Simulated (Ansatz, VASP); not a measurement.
Mg: VASP beside Ansatz

```
Mg
1.0
     3.20930    0.00000    0.00000
    -1.60465    2.77934    0.00000
     0.00000    0.00000    5.21030
Mg
2
Cartesian
  1.6123 0.9410 3.9302
  -0.0125 1.8927 1.2669
```

Change from the starting cell: atoms moved at random, drawn with an rms of 0.05 Å.

Alike in both runs: task single point; functional PBEsol; k mesh 10 × 10 × 5; occupations fermi-dirac, width 0.05 eV; no spin polarisation.

```csv
,VASP,Ansatz
version,VASP 6.6.1,Ansatz 0.2.0
potentials or method,"VASP PAW PBE potentials, release 64 (Mg), cutoff 520 eV","all-electron LAPW, scalar-relativistic"
```

VASP gave:

```
gap on the k mesh at the Fermi level (eV)                     : none
pressure (GPa)                                                : -1.1
traceless stress, the component that is largest in VASP (GPa) : 0.79
rms of the force components (eV/Å)                            : 0.089
```

Question: Which values does Ansatz return?

Answer: gap on the k mesh at the Fermi level (eV): none; pressure (GPa): -1.0; traceless stress, the component that is largest in VASP (GPa): 0.80; rms of the force components (eV/Å): 0.088.

VASP's potentials were made for PBE, not for PBEsol. Atom by atom the forces differ by 0.001 eV/Å (rms over components). A gap of «none» marks a metal or a gap that the smearing closes. Ansatz ran all-electron here, and VASP with PAW potentials.
